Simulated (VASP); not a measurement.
Input of a VASP 6.6.1 run:

File INCAR:

```
PREC     = Accurate       # precision mode
ENCUT    = 520            # plane-wave cutoff, eV
EDIFF    = 1E-8           # SCF threshold, eV
ISMEAR   = -1             # smearing method
SIGMA    = 0.08           # smearing width, eV
LREAL    = False          # projectors in reciprocal space
LASPH    = True           # aspherical terms in the spheres
NELM     = 80             # most SCF steps
ALGO     = Normal         # electronic algorithm
ISIF     = 2              # what is computed and relaxed
LWAVE    = False          # write WAVECAR
LCHARG   = False          # write CHGCAR
GGA      = PE             # functional
LEFG     = True         
NBANDS   = 15             # bands
```

File KPOINTS:

```
regular mesh
0
Gamma
  16 16 16
```

POSCAR

```
KF
1.0
   -0.0812966289      2.6692393144      2.6692393144
    2.6692393144     -0.0812966289      2.6692393144
    2.6692393144      2.6692393144     -0.0812966289
K F
1 1
Direct
    0.0000000000      0.0000000000      0.0000000000
    0.5000000000      0.5000000000      0.5000000000
```

Potentials or basis: VASP PAW PBE potentials, release 64 (K_sv, F).

Run with:

```console
$ cat potpaw_PBE.64/K_sv/POTCAR potpaw_PBE.64/F/POTCAR > POTCAR
$ mpirun -np 1 vasp_std > vasp.out
```

(1) Estimate the pressure.

(2) Estimate the band gap on the k mesh.

Results:

(1) 0.0 GPa.

(2) 5.91 eV.

Caveat: the cell differs from its parent crystal (equal xy, yz and zx shear strains of -3 %); without QUAD_EFG the Cq values of the log hold for a quadrupole moment of 1 mb, not for the nuclei.
